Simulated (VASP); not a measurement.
# BN (P6_3/mmc) in VASP: further runs

The runs below take BN through electric field gradients, with PBE, LDA.

All numbers are computed with VASP 6.6.1; they aren't measurements. Logs are shortened: lines on timing, memory, paths and dates and some standing lists are left out, and cuts for length are marked.

## Step 1: The cell of the first run

It takes space group P6_3/mmc (No. 194, hexagonal). The conventional cell has a = 2.540 Å, b = 2.540 Å, c = 6.598 Å, α = 90.00°, β = 90.00°, γ = 120.00°. B (site symmetry -6m2) has 3 N at 1.47 Å within 2.0 Å. N (site symmetry -6m2) has 3 B at 1.47 Å within 2.0 Å.

## Step 2: Electric field gradients, PBE

The input, INCAR:

```
PREC = Accurate
ENCUT = 520
EDIFF = 1E-8
ISMEAR = -1
SIGMA = 0.02
LREAL = False
LASPH = True
NELM = 80
ALGO = Normal
ISIF = 2
LWAVE = False
LCHARG = False
GGA = PE
LEFG = True
NBANDS = 16
```

The input, KPOINTS:

```
regular mesh
0
Gamma
  13 13 5
```

The input, POSCAR:

```
BN
1.0
    2.5400000000      0.0000000000      0.0000000000
   -1.2700000000      2.1997045256      0.0000000000
    0.0000000000      0.0000000000      6.5980000000
B N
2 2
Direct
    0.3333333333      0.6666666667      0.2500000000
    0.6666666667      0.3333333333      0.7500000000
    0.3333333333      0.6666666667      0.7500000000
    0.6666666667      0.3333333333      0.2500000000
```

Potentials or basis: VASP PAW PBE potentials, release 64 (B, N).

On the command line:

```bash
> cat potpaw_PBE.64/B/POTCAR potpaw_PBE.64/N/POTCAR > POTCAR
> mpirun -np 1 vasp_std > vasp.out
```

OUTCAR:

```text
PREC = Accurate
   ENCUT = 520
   EDIFF = 1E-8
   ISMEAR = -1
   LREAL = False
   LASPH = True
   NELM = 80
   ISIF = 2
   GGA = PE

 ion  position               nearest neighbor table
   1  0.333  0.667  0.250-   4 1.47   4 1.47   4 1.47
   2  0.667  0.333  0.750-   3 1.47   3 1.47   3 1.47
   3  0.333  0.667  0.750-   2 1.47   2 1.47   2 1.47
   4  0.667  0.333  0.250-   1 1.47   1 1.47   1 1.47

  LATTYP: Found a hexagonal cell.
 ALAT       =     2.5400000000
 C/A-ratio  =     2.5976377953

  Lattice vectors:

 A1 = (   2.5400000000,   0.0000000000,   0.0000000000)
 A2 = (  -1.2700000000,   2.1997045256,   0.0000000000)
 A3 = (   0.0000000000,   0.0000000000,   6.5980000000)

Analysis of symmetry for initial positions (statically):
=====================================================================
 Subroutine PRICEL returns:
 Original cell was already a primitive cell.

 Routine SETGRP: Setting up the symmetry group for a
 hexagonal supercell.

 Subroutine GETGRP returns: Found 24 space group operations
 (whereof 12 operations were pure point group operations)
 out of a pool of 24 trial point group operations.

The static configuration has the point symmetry D_3d.
 The point group associated with its full space group is D_6h.

Analysis of symmetry for dynamics (positions and initial velocities):
=====================================================================
 Subroutine PRICEL returns:
 Original cell was already a primitive cell.

 Routine SETGRP: Setting up the symmetry group for a
 hexagonal supercell.

 Subroutine GETGRP returns: Found 24 space group operations
 (whereof 12 operations were pure point group operations)
 out of a pool of 24 trial point group operations.

The dynamic configuration has the point symmetry D_3d.
 The point group associated with its full space group is D_6h.

 Subroutine INISYM returns: Found 24 space group operations
 (whereof 12 operations are pure point group operations),
 and found     1 'primitive' translations

----------------------------------------------------------------------------------------

                                     Primitive cell

  volume of cell :      36.8647

  direct lattice vectors                    reciprocal lattice vectors
     2.540000000  0.000000000  0.000000000     0.393700787  0.227303256  0.000000000
    -1.270000000  2.199704526  0.000000000     0.000000000  0.454606511  0.000000000
     0.000000000  0.000000000  6.598000000     0.000000000  0.000000000  0.151561079

  length of vectors
     2.540000000  2.540000000  6.598000000     0.454606511  0.454606511  0.151561079

  position of ions in fractional coordinates (direct lattice)
     0.333333333  0.666666667  0.250000000
     0.666666667  0.333333333  0.750000000
     0.333333333  0.666666667  0.750000000
     0.666666667  0.333333333  0.250000000

  ion indices of the primitive-cell ions
   primitive index   ion index
                 1           1
                 2           2
                 3           3
                 4           4

----------------------------------------------------------------------------------------

 KPOINTS: regular mesh

Automatic generation of k-mesh.
 Grid dimensions read from file:
 generate k-points for:   13   13    5

 Generating k-lattice:

  Cartesian coordinates                     Fractional coordinates (reciprocal lattice)
     0.030284676  0.017484866  0.000000000     0.076923077  0.000000000  0.000000000
     0.000000000  0.034969732  0.000000000     0.000000000  0.076923077  0.000000000
     0.000000000  0.000000000  0.030312216     0.000000000  0.000000000  0.200000000

  Length of vectors
     0.034969732  0.034969732  0.030312216

  Shift w.r.t. Gamma in fractional coordinates (k-lattice)
     0.000000000  0.000000000  0.000000000

 Subroutine IBZKPT returns following result:
 ===========================================

 Found     63 irreducible k-points:

 Following reciprocal coordinates:
            Coordinates               Weight
  0.000000  0.000000  0.000000      1.000000
  0.076923  0.000000  0.000000      6.000000
  0.153846 -0.000000  0.000000      6.000000
  0.230769 -0.000000  0.000000      6.000000
  0.307692 -0.000000  0.000000      6.000000
  0.384615 -0.000000  0.000000      6.000000
[... 16 lines left out ...]
  0.076923  0.000000  0.200000     12.000000
  0.153846 -0.000000  0.200000     12.000000
 [... further k-points ...]
   k-points           NKPTS =     63   k-points in BZ     NKDIM =     63   number of bands    NBANDS=     16
   number of dos      NEDOS =    301   number of ions     NIONS =      4
   total plane-waves  NPLWV =  20000
   dimension x,y,z NGX =    20 NGY =   20 NGZ =   50
   dimension x,y,z NGXF=    40 NGYF=   40 NGZF=  100
   ions per type =               2   2
   NGX,Y,Z   is equivalent  to a cutoff of  13.09, 13.09, 12.60 a.u.
   NGXF,Y,Z  is equivalent  to a cutoff of  26.18, 26.18, 25.20 a.u.
 SYSTEM =  unknown system
   PREC   = accura    normal or accurate (medium, high low for compatibility)
   ISTART =      0    job   : 0-new  1-cont  2-samecut
   ICHARG =      2    charge: 1-file 2-atom 10-const
   ISPIN  =      1    spin polarized calculation?
   LNONCOLLINEAR =      F non collinear calculations
   LSORBIT =      F    spin-orbit coupling
   LASPH  =      T    aspherical Exc in radial PAW
   ENCUT  =  520.0 eV  38.22 Ry    6.18 a.u.   4.72  4.72 12.27*2*pi/ulx,y,z
   NELM   =     80;   NELMIN=  2; NELMDL= -5     # of ELM steps
   EDIFF  = 0.1E-07   stopping-criterion for ELM
   LREAL  =      F    real-space projection
   EDIFFG = 0.1E-06   stopping-criterion for IOM
   NSW    =      0    number of steps for IOM
   IBRION =     -1    ionic relax: 0-MD 1-quasi-New 2-CG
   NFREE  =      0    steps in history (QN), initial steepest desc. (CG)
   ISIF   =      2    stress and relaxation
   ISYM   =      2    0-nonsym 1-usesym 2-fastsym
   POTIM  = 0.5000    time-step for ionic-motion
   TEBEG  =    0.0;   TEEND  =   0.0 temperature during run
   PSTRESS=    0.0 pullay stress
   NELECT =      16.0000    total number of electrons
   NUPDOWN=      -1.0000    fix difference up-down
   EMIN   =  10.00;   EMAX   =-10.00  energy-range for DOS
   EFERMI =   0.00;   METHOD = LEGACY
   ISMEAR =    -1;   SIGMA  =   0.02  broadening in eV -4-tet -1-fermi 0-gaus
   EFERMI_NEDOS =   21; number of points for ismear=-14 and -15
   IALGO  =     38    algorithm
   IMIX   =      4    mixing-type and parameters
     AMIX     =   0.40;   BMIX     =  1.00
     AMIX_MAG =   1.60;   BMIX_MAG =  1.00
  volume/ion in A,a.u.               =       9.22        62.19
  Fermi-wavevector in a.u.,A,eV,Ry     =   1.239495  2.342305 20.903274  1.536347
  Thomas-Fermi vector in A             =   2.373976
   LORBIT       =      0    0 simple, 1 ext, 2 COOP (PROOUT), +10 PAW based schemes
   GGA     = PE    functional components
   LHFCALC =     F    Hartree Fock is set to
   AEXX    =    0.0000 exact exchange contribution
   IVDW    =     0    specifies the selected vdW correction
   LEPSILON=     F    determine dielectric tensor
   LRPA    =     F    only Hartree local field effects (RPA)
 non-spin polarized calculation
  energy-cutoff  :      520.00
  volume of cell :       36.86
 maximum number of plane-waves:      1007
 NGX is ok and might be reduce to    20
   NGX =  9   NGY =  9   NGZ = 25

 number of electron      16.0000000 magnetization

 Free energy of the ion-electron system (eV)
  ---------------------------------------------------
  ext. energy  EPLUGINS =         0.00000000
  ---------------------------------------------------
  free energy    TOTEN  =       -35.12467241 eV

  energy without entropy =      -35.12467241  energy(sigma->0) =      -35.12467241

 E-fermi :   2.5977     XC(G=0): -10.0241

 val. band max:        2.1904515653   @ k =   0.3077   0.3077   0.0000
 cond. band min:       6.3956855148   @ k =   0.4615   0.0769   0.0000
 fundamental gap:      4.2052339495
 Fermi energy:         2.5977471341

 k-point     1 :       0.0000    0.0000    0.0000
  band No.  band energies     occupation
      1     -15.4116      2.00000
      2     -15.0982      2.00000
      3      -3.8919      2.00000
      4      -1.6708      2.00000
      5       0.7644      2.00000
      6       0.7644      2.00000
[... 8 lines left out ...]
     15      13.6871      0.00000
     16      14.6757      0.00000

 k-point     2 :       0.0769    0.0000    0.0000
  band No.  band energies     occupation
      1     -15.2991      2.00000
      2     -14.9899      2.00000
      3      -3.7381      2.00000
      4      -1.5340      2.00000
      5       0.2935      2.00000
      6       0.3320      2.00000
[... 8 lines left out ...]
     15      14.1648      0.00000
     16      14.2621      0.00000

 k-point     3 :       0.1538   -0.0000    0.0000
  band No.  band energies     occupation
      1     -14.9670      2.00000
      2     -14.6703      2.00000
      3      -3.2813      2.00000
      4      -1.1312      2.00000
      5      -0.9233      2.00000
      6      -0.8793      2.00000
[... 8 lines left out ...]
     15      15.1860      0.00000
     16      15.2861      0.00000

 k-point     4 :       0.2308   -0.0000    0.0000
  band No.  band energies     occupation
      1     -14.4337      2.00000
      2     -14.1591      2.00000
      3      -2.5387      2.00000
      4      -2.5106      2.00000
      5      -2.4470      2.00000
      6      -0.6381      2.00000
[... 8 lines left out ...]
     15      17.0876      0.00000
     16      17.2088      0.00000
[... 324 lines left out ...]
 k-point    22 :       0.0000    0.0000    0.2000
  band No.  band energies     occupation
      1     -15.3834      2.00000
      2     -15.1301      2.00000
      3      -3.7178      2.00000
      4      -1.9401      2.00000
      5       0.7685      2.00000
      6       0.7685      2.00000
[... 8 lines left out ...]
     15      13.9134      0.00000
     16      14.6130      0.00000

 k-point    23 :       0.0769    0.0000    0.2000
  band No.  band energies     occupation
      1     -15.2713      2.00000
      2     -15.0213      2.00000
      3      -3.5654      2.00000
      4      -1.8019      2.00000
      5       0.2981      2.00000
      6       0.3308      2.00000
[... 8 lines left out ...]
     15      14.2016      0.00000
     16      14.2668      0.00000

 k-point    24 :       0.1538   -0.0000    0.2000
  band No.  band energies     occupation
      1     -14.9402      2.00000
      2     -14.7004      2.00000
      3      -3.1139      2.00000
      4      -1.4062      2.00000
      5      -0.9148      2.00000
      6      -0.8647      2.00000
[... 8 lines left out ...]
     15      15.1713      0.00000
     16      15.2735      0.00000

 [... further k-points ...]
[... 5 lines left out ...]
  --------------------------------------------------------------------------------------
  -------------------------------------------------------------------------------------
  Total       -2.5292622     -2.5292622      0.6692470      0.0000000      0.0000000      0.0000000
  in kB     -109.9243877   -109.9243877     29.0861747      0.0000000      0.0000000      0.0000000
  external PRESSURE =     -63.5875336 kB  Pullay stress =       0.0000000 kB

 VOLUME and BASIS-vectors are now :
 -----------------------------------------------------------------------------
  energy-cutoff  :      520.00
  volume of cell :       36.86
      direct lattice vectors                 reciprocal lattice vectors
     2.540000000  0.000000000  0.000000000     0.393700787  0.227303256  0.000000000
    -1.270000000  2.199704526  0.000000000     0.000000000  0.454606511  0.000000000
     0.000000000  0.000000000  6.598000000     0.000000000  0.000000000  0.151561079

 POSITION                                       TOTAL-FORCE (eV/Angst)
 -----------------------------------------------------------------------------------
     -0.00000      1.46647      1.64950         0.000000     -0.000000      0.000000
      1.27000      0.73323      4.94850        -0.000000      0.000000      0.000000
     -0.00000      1.46647      4.94850        -0.000000      0.000000      0.000000
      1.27000      0.73323      1.64950         0.000000     -0.000000      0.000000
 -----------------------------------------------------------------------------------
    total drift:                               -0.000000      0.000000      0.000000

  FREE ENERGIE OF THE ION-ELECTRON SYSTEM (eV)
  ---------------------------------------------------
  free  energy   TOTEN  =       -35.1246724096 eV

  energy  without entropy=      -35.1246724096  energy(sigma->0) =      -35.12467241

 Electric field gradients (V/A^2)
---------------------------------------------------------------------
 ion       V_xx      V_yy      V_zz      V_xy      V_xz      V_yz
---------------------------------------------------------------------
   1     -17.065   -17.065    34.130     0.000    -0.000     0.000
   2     -17.065   -17.065    34.130     0.000     0.000    -0.000
   3       1.543     1.542    -3.085    -0.001    -0.000     0.000
   4       1.543     1.542    -3.085    -0.001     0.000    -0.000
---------------------------------------------------------------------

 Electric field gradients after diagonalization (V/A^2)
 (convention: |V_zz| > |V_xx| > |V_yy|)
----------------------------------------------------------------------
 ion       V_xx      V_yy      V_zz     asymmetry (V_yy - V_xx)/ V_zz
----------------------------------------------------------------------
   1     -17.065   -17.065    34.130       0.000
   2     -17.065   -17.065    34.130       0.000
   3       1.544     1.541    -3.085       0.001
   4       1.544     1.541    -3.085       0.001
----------------------------------------------------------------------

           NMR quadrupolar parameters

 Cq : quadrupolar parameter    Cq=e*Q*V_zz/h
 eta: asymmetry parameters     (V_yy - V_xx)/ V_zz
 Q  : nuclear electric quadrupole moment in mb (millibarn)
----------------------------------------------------------------------
 ion       Cq(MHz)       eta       Q (mb)
----------------------------------------------------------------------
   1       0.083       0.000       1.000
   2       0.083       0.000       1.000
   3      -0.007       0.001       1.000
   4      -0.007       0.001       1.000
----------------------------------------------------------------------
```

Wall time 23 s (1 thread of AMD EPYC 9R45 (Zen 5), shared host); peak memory 0.13 GiB.

What came out:

* Free energy: -35.1247 eV
* Pressure: -6.4 GPa
* Band gap on the k mesh: 4.21 eV, indirect (least direct gap 4.55 eV)

Levels at points of the mesh, in eV from the valence-band top:
| k point | band 4 | band 5 | band 6 | band 7 | band 8 | band 9 | band 10 | band 11 | band 12 | band 13 |
| --- | --- | --- | --- | --- | --- | --- | --- | --- | --- | --- |
| (0.00, 0.00, 0.00) | -3.86 | -1.43 | -1.43 | -1.38 | -1.38 | 5.24 | 10.17 | 11.14 | 11.14 | 11.28 |

Electric field gradients, principal values (V/Å²):
```csv
atom,least,middle,greatest (by size)
1 B,-17.065,-17.065,34.130
2 B,-17.065,-17.065,34.130
3 N,1.541,1.544,-3.085
4 N,1.541,1.544,-3.085
```

Caveat: without QUAD_EFG the Cq values of the log hold for a quadrupole moment of 1 mb, not for the nuclei; this functional lacks dispersion, which binds the layers, so the pressure and a relaxed spacing across them are unreliable.

(Part 1 of 3 ends here.)
